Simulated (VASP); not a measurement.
C, 2 atoms in the cell. The structure is orthorhombic, space group Fddd (No. 70). The conventional cell has a = 3.258 Å, b = 3.284 Å, c = 4.052 Å, α = 90.00°, β = 90.00°, γ = 90.00°. Within 2.0 Å of C (site symmetry 222) lie 4 C at 1.54 Å.  This cell differs from its parent crystal: strain +e along x and -e along y -0.1125, strain +e along z and -e/2 along x and y -0.0700.

- Program: VASP 6.6.1
- Task: single point
- Functional: LDA
- Potentials or basis: VASP PAW LDA potentials, release 64 (C_h)
- Cutoff: 1300 eV
- k mesh: 12 × 12 × 12
- Occupations: gaussian, width 0.05 eV
- Spin: no spin polarisation
- Dipole correction: no
- Further INCAR settings: ALGO = Normal; EDIFF = 1e-06; NBANDS = 11

Potentials or basis: VASP PAW LDA potentials, release 64 (C_h).

The run is started by

```console
$ cat potpaw_LDA.64/C_h/POTCAR > POTCAR
$ mpirun -np 1 vasp_std > vasp.out
```

Hardware: 1 thread of Intel(R) Xeon(R) 6975P-C (Granite Rapids) (shared host).

How long does it take, and how much memory?

Run time: 27 s on 1 thread of Intel(R) Xeon(R) 6975P-C (Granite Rapids), on a shared host, peak memory 0.22 GiB. Counts: scf iterations 10, k points 280.
